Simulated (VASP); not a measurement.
Input of a VASP 6.6.1 run:

INCAR

```
  PREC = Accurate
  ENCUT = 520
  EDIFF = 1E-6
  ISMEAR = -1
  SIGMA = 0.05
  LREAL = F
  LASPH = T
  NELM = 100
  ALGO = Normal
  ISIF = 2
  LWAVE = F
  LCHARG = T
  GGA = RP
  LELF = T
  LVHAR = T
  NBANDS = 53
```

The input KPOINTS:

```
regular mesh
0
Gamma
  5 5 4
```

POSCAR

```
Hf2Pd2Se2Br2O3
1.0
    5.6066300000     -0.0934600000     -0.0140900000
    1.6139300000      5.3351200000      0.0025100000
    1.3691600000      1.9152900000      8.3154300000
Hf Pd Se Br O
2 2 2 2 3
Direct
    0.2331700000      0.6516100000      0.0228400000
    0.7668300000      0.3483900000      0.9771600000
    0.0000000000      0.5000000000      0.5000000000
    0.0000000000      0.0000000000      0.5000000000
    0.0241900000      0.3391700000      0.2533100000
    0.9758100000      0.6608300000      0.7466900000
    0.5000000000      0.5000000000      0.5000000000
    0.5000000000      0.0000000000      0.5000000000
    0.4479200000      0.3572400000      0.9210100000
    0.5520800000      0.6427600000      0.0789900000
    0.0000000000      0.0000000000      0.0000000000
```

Potentials or basis: VASP PAW PBE potentials, release 64 (Hf_pv, Pd, Se, Br, O).

Run with:

```console
$ cat potpaw_PBE.64/Hf_pv/POTCAR potpaw_PBE.64/Pd/POTCAR potpaw_PBE.64/Se/POTCAR potpaw_PBE.64/Br/POTCAR potpaw_PBE.64/O/POTCAR > POTCAR
$ mpirun -np 1 vasp_std > vasp.out
```

Question: Predict the largest force.

Answer: 0.152 eV/Å.

Question: Estimate the pressure.

Answer: 1.8 GPa.

Question: Predict the band gap on the k mesh.

Answer: Zero (bands 42 and 43 overlap by 1.14 eV).

Stress tensor (GPa, compression positive):
```
 2.69 -0.16  0.09
-0.16  0.91 -0.09
 0.09 -0.09  1.86
```

Caveat: the PAW data sets were made with another functional, which shifts forces and pressure a little; spin-orbit coupling is left out, which moves the levels of the heavy elements.
